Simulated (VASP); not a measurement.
# Y (P6_3/mmc) in VASP: notebook, part 2 of 2

VASP 6.6.1. The steps go on from the part before.

**3. Single point, PBE**

This run uses another cell than the first one, of 21.38 Å³/atom.

File INCAR:

```
  PREC = Accurate
  ENCUT = 520
  EDIFF = 1E-6
  ISMEAR = -1
  SIGMA = 0.05
  LREAL = F
  LASPH = T
  NELM = 60
  ALGO = Normal
  ISIF = 2
  LWAVE = F
  LCHARG = F
  GGA = PE
  NBANDS = 18
```

File KPOINTS:

```
Automatic mesh
0
Gamma
  14 14 7
```

File POSCAR:

```
Y
1.0
    3.1256247612      0.0000000000      0.0000000000
   -1.5628123806      2.7068704459      0.0000000000
    0.0000000000      0.0000000000      5.0543839094
Y
2
Direct
    0.3333333333      0.6666666667      0.2500000000
    0.6666666667      0.3333333333      0.7500000000
```

Potentials or basis: VASP PAW PBE potentials, release 64 (Y_sv).

Run with:

```bash
> cat potpaw_PBE.64/Y_sv/POTCAR > POTCAR
> mpirun -np 1 vasp_std > vasp.out
```

OUTCAR:

```text
PREC = Accurate
   ENCUT = 520
   EDIFF = 1E-6
   ISMEAR = -1
   LREAL = F
   LASPH = T
   NELM = 60
   ISIF = 2
   GGA = PE

 ion  position               nearest neighbor table
   1  0.333  0.667  0.250-   2 3.11   2 3.11   2 3.11   2 3.11   2 3.11   2 3.11
   2  0.667  0.333  0.750-   1 3.11   1 3.11   1 3.11   1 3.11   1 3.11   1 3.11

  LATTYP: Found a hexagonal cell.
 ALAT       =     3.1256247612
 C/A-ratio  =     1.6170795587

  Lattice vectors:

[... 692 lines left out ...]

------------------------ aborting loop because EDIFF is reached ----------------------------------------

  FORCE on cell =-STRESS in cart. coord.  units (eV):
  Direction    XX          YY          ZZ          XY          YZ          ZX
  --------------------------------------------------------------------------------------
  -------------------------------------------------------------------------------------
  Total        8.4332905      8.4332905      8.4127653      0.0000000      0.0000000      0.0000000
  in kB      315.9621851    315.9621851    315.1931863      0.0000000      0.0000000      0.0000000
  external PRESSURE =     315.7058522 kB  Pullay stress =       0.0000000 kB

 VOLUME and BASIS-vectors are now :
 -----------------------------------------------------------------------------
  energy-cutoff  :      520.00
  volume of cell :       42.76
      direct lattice vectors                 reciprocal lattice vectors
     3.125624761  0.000000000  0.000000000     0.319936037  0.184715157  0.000000000
    -1.562812381  2.706870446  0.000000000     0.000000000  0.369430314  0.000000000
     0.000000000  0.000000000  5.054383909     0.000000000  0.000000000  0.197848050

 POSITION                                       TOTAL-FORCE (eV/Angst)
 -----------------------------------------------------------------------------------
     -0.00000      1.80458      1.26360         0.000000     -0.000000      0.000000
      1.56281      0.90229      3.79079        -0.000000      0.000000      0.000000
 -----------------------------------------------------------------------------------
    total drift:                               -0.000000      0.000000     -0.000000

  FREE ENERGIE OF THE ION-ELECTRON SYSTEM (eV)
  ---------------------------------------------------
  free  energy   TOTEN  =       -11.1807905991 eV

  energy  without entropy=      -11.1617149679  energy(sigma->0) =      -11.17125278
```

It took 33 s on 1 thread of Intel Xeon Platinum 8488C (Sapphire Rapids), shared host; peak memory 0.21 GiB.

Results:

```yaml
Free_energy: -11.1808 eV
Pressure: 31.6 GPa
Band_gap_on_the_k_mesh: zero (bands 11 and 12 overlap by 2.51 eV)
```

Stress tensor (GPa, compression positive):
```
31.60  0.00  0.00
 0.00 31.60  0.00
 0.00  0.00 31.52
```

Caveat: the cell stands under pressure.

**4. Single point, PBE (21.38 Å³/atom)**

This run uses another cell than the first one, of 21.38 Å³/atom.

File INCAR:

```
SYSTEM = Y
ALGO = Normal
EDIFF = 1E-6
ENCUT = 520
GGA = PE
ISIF = 2
ISMEAR = -1
LASPH = .TRUE.
LCHARG = .FALSE.
LREAL = .FALSE.
LWAVE = .FALSE.
NBANDS = 18
NELM = 80
PREC = Accurate
SIGMA = 0.05
```

File KPOINTS:

```
k-points
0
G
  14 14 7
  0 0 0
```

POSCAR is that of step 3.

Potentials or basis: VASP PAW PBE potentials, release 64 (Y_sv).

Run with:

```bash
> cat potpaw_PBE.64/Y_sv/POTCAR > POTCAR
> mpirun -np 1 vasp_std > vasp.out
```

OUTCAR:

```text
SYSTEM = Y
   EDIFF = 1E-6
   ENCUT = 520
   GGA = PE
   ISIF = 2
   ISMEAR = -1
   LASPH = .TRUE.
   LREAL = .FALSE.
   NELM = 80
   PREC = Accurate

 ion  position               nearest neighbor table
   1  0.333  0.667  0.250-   2 3.11   2 3.11   2 3.11   2 3.11   2 3.11   2 3.11
   2  0.667  0.333  0.750-   1 3.11   1 3.11   1 3.11   1 3.11   1 3.11   1 3.11

  LATTYP: Found a hexagonal cell.
 ALAT       =     3.1256247612
 C/A-ratio  =     1.6170795587

  Lattice vectors:
[... 693 lines left out ...]

------------------------ aborting loop because EDIFF is reached ----------------------------------------

  FORCE on cell =-STRESS in cart. coord.  units (eV):
  Direction    XX          YY          ZZ          XY          YZ          ZX
  --------------------------------------------------------------------------------------
  -------------------------------------------------------------------------------------
  Total        8.4332905      8.4332905      8.4127653      0.0000000      0.0000000      0.0000000
  in kB      315.9621851    315.9621851    315.1931863      0.0000000      0.0000000      0.0000000
  external PRESSURE =     315.7058522 kB  Pullay stress =       0.0000000 kB

 VOLUME and BASIS-vectors are now :
 -----------------------------------------------------------------------------
  energy-cutoff  :      520.00
  volume of cell :       42.76
      direct lattice vectors                 reciprocal lattice vectors
     3.125624761  0.000000000  0.000000000     0.319936037  0.184715157  0.000000000
    -1.562812381  2.706870446  0.000000000     0.000000000  0.369430314  0.000000000
     0.000000000  0.000000000  5.054383909     0.000000000  0.000000000  0.197848050

 POSITION                                       TOTAL-FORCE (eV/Angst)
 -----------------------------------------------------------------------------------
     -0.00000      1.80458      1.26360         0.000000     -0.000000      0.000000
      1.56281      0.90229      3.79079        -0.000000      0.000000      0.000000
 -----------------------------------------------------------------------------------
    total drift:                               -0.000000      0.000000     -0.000000

  FREE ENERGIE OF THE ION-ELECTRON SYSTEM (eV)
  ---------------------------------------------------
  free  energy   TOTEN  =       -11.1807905991 eV

  energy  without entropy=      -11.1617149679  energy(sigma->0) =      -11.17125278
```

OSZICAR:

```text
N       E                     dE             d eps       ncg     rms          rms(c)
DAV:   1     0.940718186168E+02    0.94072E+02   -0.11702E+04  3464   0.123E+03
DAV:   2    -0.404288933661E+01   -0.98115E+02   -0.96229E+02  4276   0.270E+02
DAV:   3    -0.109877910073E+02   -0.69449E+01   -0.68238E+01  5252   0.454E+01
DAV:   4    -0.112288220196E+02   -0.24103E+00   -0.24079E+00  4194   0.864E+00
DAV:   5    -0.112347949285E+02   -0.59729E-02   -0.59723E-02  4698   0.101E+00    0.412E+01
DAV:   6    -0.111168206637E+02    0.11797E+00   -0.33904E-01  4586   0.377E+00    0.253E+01
DAV:   7    -0.111909872135E+02   -0.74167E-01   -0.69455E-01  5814   0.468E+00    0.215E+00
DAV:   8    -0.111801348892E+02    0.10852E-01   -0.95847E-02  4340   0.190E+00    0.801E-01
DAV:   9    -0.111808454174E+02   -0.71053E-03   -0.55931E-03  4060   0.539E-01    0.408E-01
DAV:  10    -0.111807903943E+02    0.55023E-04   -0.23319E-04  5216   0.594E-02    0.500E-02
DAV:  11    -0.111807913698E+02   -0.97547E-06   -0.34896E-05  3766   0.469E-02    0.267E-02
DAV:  12    -0.111807905991E+02    0.77062E-06   -0.60817E-06  3606   0.203E-02
   1 F= -.11180791E+02 E0= -.11171253E+02  d E =-.190756E-01
```

Wall time 32 s (1 thread of Intel Xeon Platinum 8488C (Sapphire Rapids), shared host); peak memory 0.21 GiB.

Results:

```yaml
Free_energy: -11.1808 eV
Pressure: 31.6 GPa
Band_gap_on_the_k_mesh: zero (bands 11 and 12 overlap by 2.51 eV)
```

Stress tensor (GPa, compression positive):
```
31.60  0.00  0.00
 0.00 31.60  0.00
 0.00  0.00 31.52
```

Caveat: the cell stands under pressure.

**5. Single point, PBE**

This run uses another cell than the first one, of 24.67 Å³/atom.

File INCAR:

```
ALGO     = Normal         # electronic algorithm
EDIFF    = 1E-6           # SCF threshold, eV
ENCUT    = 520            # plane-wave cutoff, eV
GGA      = PE             # functional
ISIF     = 2              # what is computed and relaxed
ISMEAR   = -1             # smearing method
LASPH    = True           # aspherical terms in the spheres
LCHARG   = False          # write CHGCAR
LREAL    = False          # projectors in reciprocal space
LWAVE    = False          # write WAVECAR
NBANDS   = 18             # bands
NELM     = 80             # most SCF steps
PREC     = Accurate       # precision mode
SIGMA    = 0.05           # smearing width, eV
```

File KPOINTS:

```
k-points
0
Gamma
  14 14 7
```

File POSCAR:

```
Y
1.0
    3.2990998496      0.0000000000      0.0000000000
   -1.6495499248      2.8571042793      0.0000000000
    0.0000000000      0.0000000000      5.2347854933
Y
2
Direct
    0.3333333333      0.6666666667      0.2500000000
    0.6666666667      0.3333333333      0.7500000000
```

Potentials or basis: VASP PAW PBE potentials, release 64 (Y_sv).

Run with:

```bash
> cat potpaw_PBE.64/Y_sv/POTCAR > POTCAR
> mpirun -np 1 vasp_std > vasp.out
```

OUTCAR:

```text
EDIFF = 1E-6
   ENCUT = 520
   GGA = PE
   ISIF = 2
   ISMEAR = -1
   LASPH = True
   LREAL = False
   NELM = 80
   PREC = Accurate

 ion  position               nearest neighbor table
   1  0.333  0.667  0.250-   2 3.24   2 3.24   2 3.24   2 3.24   2 3.24   2 3.24
   2  0.667  0.333  0.750-   1 3.24   1 3.24   1 3.24   1 3.24   1 3.24   1 3.24

  LATTYP: Found a hexagonal cell.
 ALAT       =     3.2990998496
 C/A-ratio  =     1.5867314516

  Lattice vectors:

[... 690 lines left out ...]

 [... further k-points ...]

------------------------ aborting loop because EDIFF is reached ----------------------------------------

  FORCE on cell =-STRESS in cart. coord.  units (eV):
  Direction    XX          YY          ZZ          XY          YZ          ZX
  --------------------------------------------------------------------------------------
  -------------------------------------------------------------------------------------
  Total        5.2542757      5.2542757      5.2664583      0.0000000      0.0000000      0.0000000
  in kB      170.6094150    170.6094150    171.0049924      0.0000000      0.0000000      0.0000000
  external PRESSURE =     170.7412741 kB  Pullay stress =       0.0000000 kB

 VOLUME and BASIS-vectors are now :
 -----------------------------------------------------------------------------
  energy-cutoff  :      520.00
  volume of cell :       49.34
      direct lattice vectors                 reciprocal lattice vectors
     3.299099850  0.000000000  0.000000000     0.303112984  0.175002363  0.000000000
    -1.649549925  2.857104279  0.000000000     0.000000000  0.350004726  0.000000000
     0.000000000  0.000000000  5.234785493     0.000000000  0.000000000  0.191029795

 POSITION                                       TOTAL-FORCE (eV/Angst)
 -----------------------------------------------------------------------------------
     -0.00000      1.90474      1.30870         0.000000     -0.000000      0.000000
      1.64955      0.95237      3.92609         0.000000      0.000000      0.000000
 -----------------------------------------------------------------------------------
    total drift:                               -0.000000      0.000000     -0.000000

  FREE ENERGIE OF THE ION-ELECTRON SYSTEM (eV)
  ---------------------------------------------------
  free  energy   TOTEN  =       -12.1563413057 eV

  energy  without entropy=      -12.1310062932  energy(sigma->0) =      -12.14367380
```

stdout:

```text
POSCAR found type information on POSCAR Y
 POSCAR found :  1 types and       2 ions
 scaLAPACK will be used
 LDA part: xc-table for (Slater+PW92), standard interpolation
 POSCAR, INCAR and KPOINTS ok, starting setup
 FFT: planning ... GRIDC
 FFT: planning ... GRID_SOFT
 FFT: planning ... GRID
 WAVECAR not read
 entering main loop
```

It took 63 s on 1 thread of Intel Xeon Platinum 8488C (Sapphire Rapids), shared host; peak memory 0.24 GiB.

Results:

* Free energy: -12.1563 eV
* Pressure: 17.1 GPa
* Band gap on the k mesh: zero (bands 11 and 12 overlap by 2.44 eV)

Caveat: the cell stands under pressure.

**6. Overview**

```tsv
level	cell	gap on the mesh (eV)	pressure (GPa)
PBE+D3(BJ)	a = 2.930, b = 2.930, c = 4.866 Å, angles 90.0, 90.0, 120.0°, 2 atoms	none	50.3
PBE	a = 3.126, b = 3.126, c = 5.054 Å, angles 90.0, 90.0, 120.0°, 2 atoms	none	31.6
PBE	a = 3.299, b = 3.299, c = 5.235 Å, angles 90.0, 90.0, 120.0°, 2 atoms	none	17.1
```

Alike in all rows: task single point; potentials or basis VASP PAW PBE potentials, release 64 (Y_sv); no spin polarisation; k mesh 14 × 14 × 7; cutoff (eV) 520; smearing fermi-dirac 0.05 eV.

Caveats: the cell stands under pressure; three body term missing (at least some runs).

Absolute energies hang on the potentials; compare differences alone.
